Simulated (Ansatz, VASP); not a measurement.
# Al2Cu: VASP beside Ansatz

File POSCAR:

```
Al2Cu
1.0
    4.1051820000      0.0000000000      0.0000000000
    0.0000000000      4.1051820000      0.0000000000
    0.0000000000      0.0000000000      2.8913130000
Al Cu
2 1
Direct
    0.5000000000      0.0000000000      0.5000000000
    0.0000000000      0.5000000000      0.5000000000
    0.0000000000      0.0000000000      0.0000000000
```

INCAR.step1

```
SYSTEM = Al2Cu
  PREC = Accurate
  ENCUT = 520
  ISMEAR = 0
  SIGMA = 0.01
  LREAL = .FALSE.
  LASPH = .TRUE.
  NELM = 60
  NBANDS = 16
  GGA = PE
  ALGO = Normal
  EDIFF = 1E-4
  LWAVE = .TRUE.
  LCHARG = .FALSE.
```

INCAR.step2

```
SYSTEM = Al2Cu
  PREC = Accurate
  ENCUT = 520
  EDIFF = 1E-6
  ISMEAR = 0
  SIGMA = 0.01
  LREAL = .FALSE.
  LASPH = .TRUE.
  NELM = 60
  ALGO = Normal
  ISIF = 2
  LWAVE = .FALSE.
  LCHARG = .FALSE.
  METAGGA = R2SCAN
  LMIXTAU = .TRUE.
  NBANDS = 16
  ISTART = 1
```

File KPOINTS:

```
Automatic mesh
0
G
  5 5 7
  0 0 0
```

Input for Ansatz:

```yaml
crystal:
  lattice:
    - [4.105182, 0.0, 0.0]
    - [0.0, 4.105182, 0.0]
    - [0.0, 0.0, 2.891313]
  atoms:
    - { symbol: Al, position: [0.5, 0.0, 0.5] }
    - { symbol: Al, position: [0.0, 0.5, 0.5] }
    - { symbol: Cu, position: [0.0, 0.0, 0.0] }
basis:
  ecutwfc: 500
kpoints:
  mp_grid: { grid: [5, 5, 7] }
hamiltonian:
  xc: r2scan
scf:
  occupations: { method: gaussian, width: 0.01 }
output:
  forces: true
  stress: true
  eigenvalues: true
```

Alike in both runs: task single point; functional r2SCAN; k mesh 5 × 5 × 7; occupations gaussian, width 0.01 eV; no spin polarisation.

|  | VASP | Ansatz |
| --- | --- | --- |
| version | VASP 6.6.1 | Ansatz 0.2.0 |
| potentials or method | VASP PAW PBE potentials, release 64 (Al, Cu), cutoff 520 eV | scalar-relativistic, plane waves, PAW |
| valence electrons in the cell | 17 | 25 |

```csv
,VASP,Ansatz,Ansatz less VASP
gap on the k mesh at the Fermi level (eV),none,none,-
pressure (GPa),-2.3,-2.2,+0.18
"traceless stress, the component that is largest in VASP (GPa)",-1.38,-1.45,-0.064
```

VASP's potentials were made for PBE, not for r2SCAN. A gap of «none» marks a metal or a gap that the smearing closes. VASP's potentials hold 17 valence electrons a cell and Ansatz's 25, so a difference there can come from the potentials and not from the codes.
